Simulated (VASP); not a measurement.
# Hg (Pm-3n) in VASP: notebook, part 2 of 2

VASP 6.6.1. The steps go on from the part before.

### 3 Relaxation of cell and atoms, PBE

This run uses another cell than the first one, of 23.07 Å³/atom, 0.732 times its volume.

Contents of INCAR:

```
SYSTEM = Hg
PREC = Accurate
ENCUT = 500
EDIFF = 1E-7
ISMEAR = -1
SIGMA = 0.1
LREAL = .FALSE.
LASPH = .TRUE.
NELM = 120
ALGO = Normal
ISIF = 3
LWAVE = .FALSE.
LCHARG = .FALSE.
GGA = PE
IBRION = 2
NSW = 80
EDIFFG = -0.01
GGA_COMPAT = .FALSE.
NELMIN = 4
```

Contents of KPOINTS:

```
Automatic mesh
0
G
  5 5 5
  0 0 0
```

Contents of POSCAR:

```
Hg
1.0
    5.6937108959      0.0000000000      0.0000000000
    0.0000000000      5.6937108959      0.0000000000
    0.0000000000      0.0000000000      5.6937108959
Hg
8
Direct
    0.0000000000      0.0000000000      0.0000000000
    0.5000000000      0.5000000000      0.5000000000
    0.2500000000      0.0000000000      0.5000000000
    0.7500000000      0.0000000000      0.5000000000
    0.5000000000      0.2500000000      0.0000000000
    0.5000000000      0.7500000000      0.0000000000
    0.0000000000      0.5000000000      0.2500000000
    0.0000000000      0.5000000000      0.7500000000
```

Potentials or basis: VASP PAW PBE potentials, release 64 (Hg).

On the command line:

```console
> cat potpaw_PBE.64/Hg/POTCAR > POTCAR
> mpirun -np 1 vasp_std > vasp.out
```

OUTCAR:

```text
SYSTEM = Hg
   PREC = Accurate
   ENCUT = 500
   EDIFF = 1E-7
   ISMEAR = -1
   LREAL = .FALSE.
   LASPH = .TRUE.
   NELM = 120
   ISIF = 3
   GGA = PE
   IBRION = 2
   NSW = 80
   EDIFFG = -0.01
   NELMIN = 4

 ion  position               nearest neighbor table
   1  0.000  0.000  0.000-   3 3.18   4 3.18   5 3.18   6 3.18   7 3.18   8 3.18   3 3.18   4 3.18
                             7 3.18   8 3.18   5 3.18   6 3.18
   2  0.500  0.500  0.500-   3 3.18   4 3.18   5 3.18   6 3.18   7 3.18   8 3.18   5 3.18   6 3.18
                             3 3.18   4 3.18   7 3.18   8 3.18
   3  0.250  0.000  0.500-   4 2.85   4 2.85   1 3.18   1 3.18   2 3.18   2 3.18   8 3.49   7 3.49
                             8 3.49   7 3.49   6 3.49   5 3.49   5 3.49   6 3.49
   4  0.750  0.000  0.500-   3 2.85   3 2.85   1 3.18   1 3.18   2 3.18   2 3.18   8 3.49   7 3.49
                             8 3.49   7 3.49   6 3.49   5 3.49   5 3.49   6 3.49
   5  0.500  0.250  0.000-   6 2.85   6 2.85   1 3.18   2 3.18   2 3.18   1 3.18   8 3.49   7 3.49
                             7 3.49   8 3.49   3 3.49   4 3.49   3 3.49   4 3.49
   6  0.500  0.750  0.000-   5 2.85   5 2.85   1 3.18   2 3.18   2 3.18   1 3.18   8 3.49   7 3.49
                             7 3.49   8 3.49   3 3.49   4 3.49   3 3.49   4 3.49
   7  0.000  0.500  0.250-   8 2.85   8 2.85   1 3.18   2 3.18   1 3.18   2 3.18   3 3.49   4 3.49
                             5 3.49   3 3.49   4 3.49   6 3.49   5 3.49   6 3.49
   8  0.000  0.500  0.750-   7 2.85   7 2.85   1 3.18   2 3.18   1 3.18   2 3.18   3 3.49   4 3.49
                             5 3.49   3 3.49   4 3.49   6 3.49   5 3.49   6 3.49

  LATTYP: Found a simple cubic cell.
 ALAT       =     5.6937108959

  Lattice vectors:

 A1 = (   5.6937108959,   0.0000000000,   0.0000000000)
 A2 = (   0.0000000000,   5.6937108959,   0.0000000000)
 A3 = (   0.0000000000,   0.0000000000,   5.6937108959)

Analysis of symmetry for initial positions (statically):
=====================================================================
 Subroutine PRICEL returns:
 Original cell was already a primitive cell.

 Routine SETGRP: Setting up the symmetry group for a
 simple cubic supercell.

 Subroutine GETGRP returns: Found 48 space group operations
[... 142 lines left out ...]
   LHFCALC =     F    Hartree Fock is set to
   AEXX    =    0.0000 exact exchange contribution
   IVDW    =     0    specifies the selected vdW correction
   LEPSILON=     F    determine dielectric tensor
   LRPA    =     F    only Hartree local field effects (RPA)
 conjugate gradient relaxation of ions
 non-spin polarized calculation
  energy-cutoff  :      500.00
  volume of cell :      184.58
 maximum number of plane-waves:      4701
 NGX is ok and might be reduce to    42
   NGX = 21   NGY = 21   NGZ = 21

--------------------------------------- Ionic step        1  -------------------------------------------

 number of electron      96.0000003 magnetization

 Free energy of the ion-electron system (eV)
  ---------------------------------------------------
  ext. energy  EPLUGINS =         0.00000000
  ---------------------------------------------------
  free energy    TOTEN  =        -0.40127239 eV

  energy without entropy =       -0.29863625  energy(sigma->0) =       -0.34995432

------------------------ aborting loop because EDIFF is reached ----------------------------------------

  FORCE on cell =-STRESS in cart. coord.  units (eV):
  Direction    XX          YY          ZZ          XY          YZ          ZX
  --------------------------------------------------------------------------------------
  -------------------------------------------------------------------------------------
  Total        8.3505896      8.3505896      8.3505896      0.0000000     -0.0000000     -0.0000000
  in kB       72.4838888     72.4838888     72.4838888      0.0000000     -0.0000000     -0.0000000
  external PRESSURE =      72.4838888 kB  Pullay stress =       0.0000000 kB
[... 29 lines left out ...]
--------------------------------------- Ionic step        2  -------------------------------------------

 number of electron      96.0000058 magnetization

 E-fermi :   1.7844     XC(G=0): -10.1666

 val. band max:        1.6491107523   @ k =   0.2000   0.2000   0.2000
 cond. band min:       1.8615461681   @ k =   0.4000   0.0000   0.0000
 fundamental gap:      0.2124354158
 Fermi energy:         1.7844112793

 k-point     1 :       0.0000    0.0000    0.0000
  band No.  band energies     occupation
      1      -6.3761      2.00000
      2      -5.8605      2.00000
      3      -5.8605      2.00000
      4      -5.4669      2.00000
      5      -5.2811      2.00000
      6      -5.2811      2.00000
[... 756 lines left out ...]
--------------------------------------- Ionic step        6  -------------------------------------------

 number of electron      96.0000041 magnetization

 Free energy of the ion-electron system (eV)
  ---------------------------------------------------
  ext. energy  EPLUGINS =         0.00000000
  ---------------------------------------------------
  free energy    TOTEN  =        -1.42353352 eV

  energy without entropy =       -1.41896832  energy(sigma->0) =       -1.42125092

 E-fermi :   0.6360     XC(G=0):  -9.2557

 val. band max:        0.2811688814   @ k =   0.0000   0.0000   0.0000
 cond. band min:       1.0622122247   @ k =   0.4000   0.0000   0.0000
 fundamental gap:      0.7810433433
 Fermi energy:         0.6359694850

 k-point     1 :       0.0000    0.0000    0.0000
  band No.  band energies     occupation
      1      -6.3658      2.00000
      2      -6.2007      2.00000
      3      -6.2007      2.00000
      4      -5.8569      2.00000
      5      -5.7933      2.00000
      6      -5.7933      2.00000
[... 624 lines left out ...]
  FREE ENERGIE OF THE ION-ELECTRON SYSTEM (eV)
  ---------------------------------------------------
  free  energy   TOTEN  =        -1.4235335206 eV

  energy  without entropy=       -1.4189683229  energy(sigma->0) =       -1.42125092

 reached required accuracy - stopping structural energy minimisation
```

CONTCAR:

```text
Hg
   1.00000000000000
     6.3357334342891320   -0.0000000000000000   -0.0000000000000000
     0.0000000000000000    6.3357334342891320   -0.0000000000000000
     0.0000000000000000   -0.0000000000000000    6.3357334342891320
  Hg
     8
Direct
     0.0000000000000000    0.0000000000000000    0.0000000000000000
     0.5000000000000000    0.5000000000000000    0.5000000000000000
     0.2500000000000000    0.0000000000000000    0.5000000000000000
     0.7500000000000000    0.0000000000000000    0.5000000000000000
     0.5000000000000000    0.2500000000000000    0.0000000000000000
     0.5000000000000000    0.7500000000000000    0.0000000000000000
     0.0000000000000000    0.5000000000000000    0.2500000000000000
     0.0000000000000000    0.5000000000000000    0.7500000000000000

  0.00000000E+00  0.00000000E+00  0.00000000E+00
  0.00000000E+00  0.00000000E+00  0.00000000E+00
  0.00000000E+00  0.00000000E+00  0.00000000E+00
  0.00000000E+00  0.00000000E+00  0.00000000E+00
  0.00000000E+00  0.00000000E+00  0.00000000E+00
  0.00000000E+00  0.00000000E+00  0.00000000E+00
  0.00000000E+00  0.00000000E+00  0.00000000E+00
  0.00000000E+00  0.00000000E+00  0.00000000E+00
```

Run time: 17 min. Hardware: 1 thread of AMD EPYC 7R13, shared host; peak memory 0.26 GiB.

What came out:

* Free energy: -1.4235 eV
* Relaxed volume: 31.79 Å³/atom
* Relaxed cell: a = 6.336 Å, b = 6.336 Å, c = 6.336 Å, α = 90.00°, β = 90.00°, γ = 90.00°
* Space group after relaxing (to 0.05 Å): Pm-3n (No. 223)
* Energy gained by relaxing: 127.8 meV/atom
* Ionic steps: 6
* Pressure after relaxing: 0.0 GPa
* Band gap on the k mesh: 0.78 eV, indirect (least direct gap 1.24 eV)

Step by step:
| step | energy change (eV) | largest force (eV/Å) | pressure (GPa) | volume (Å³) |
| --- | --- | --- | --- | --- |
| 1 | 0.0000 | 0.0000 | 7.25 | 184.58 |
| 2 | -0.7829 | 0.0000 | 2.26 | 213.89 |
| 3 | -0.9588 | 0.0000 | 0.98 | 231.83 |
| 4 | -0.9984 | 0.0000 | -0.44 | 270.65 |
| 5 | -1.0217 | 0.0000 | -0.08 | 256.86 |
| 6 | -1.0223 | 0.0000 | 0.00 | 254.33 |

Final structure:
```
Hg
1.0
     6.33573    0.00000    0.00000
     0.00000    6.33573    0.00000
     0.00000    0.00000    6.33573
Hg
8
Direct
  0.00000 0.00000 0.00000
  0.50000 0.50000 0.50000
  0.25000 0.00000 0.50000
  0.75000 0.00000 0.50000
  0.50000 0.25000 0.00000
  0.50000 0.75000 0.00000
  0.00000 0.50000 0.25000
  0.00000 0.50000 0.75000
```

Levels at points of the mesh, in eV from the valence-band top:
```tsv
k point	band 45	band 46	band 47	band 48	band 49	band 50	band 51	band 52
(0.00, 0.00, 0.00)	-1.27	-1.27	-1.27	0.00	1.85	1.85	1.85	2.15
```

Caveat: the volume moved by over 15 % at a fixed basis, so the end points are rough; spin-orbit coupling is left out, which moves the levels of the heavy elements.
